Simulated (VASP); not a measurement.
A run of VASP 6.6.1:

INCAR

```
SYSTEM = K
PREC = Accurate
ENCUT = 520
EDIFF = 1E-6
ISMEAR = 1
SIGMA = 0.1
LREAL = .FALSE.
LASPH = .TRUE.
NELM = 60
ALGO = Normal
ISIF = 2
LWAVE = .FALSE.
LCHARG = .FALSE.
NBANDS = 30
```

Contents of KPOINTS:

```
regular mesh
0
G
  2 2 1
  0 0 0
```

The input POSCAR:

```
K
1.0
    3.7010000000     -5.5240000000      0.0000000000
    3.7010000000      5.5240000000      0.0000000000
    0.0000000000      0.0000000000      8.3670000000
K
5
Direct
    0.5000000000      0.0000000000      0.2500000000
    0.0000000000      0.5000000000      0.7500000000
    0.0000000000      0.5000000000      0.2500000000
    0.5000000000      0.0000000000      0.7500000000
    0.0000000000      0.0000000000      0.0000000000
```

Potentials or basis: VASP PAW LDA potentials, release 64 (K_sv).

The run is started by

```sh
$ cat potpaw_LDA.64/K_sv/POTCAR > POTCAR
$ mpirun -np 1 vasp_std > vasp.out
```

Hardware: 1 thread of Oxide Virtual Turin-like Processor, with other jobs on the host.

Q: How long does it take, and how much memory?

A: It took 35 s on 1 thread of Oxide Virtual Turin-like Processor, on a shared host, peak memory 0.25 GiB. Counts: scf iterations 12, k points 3.
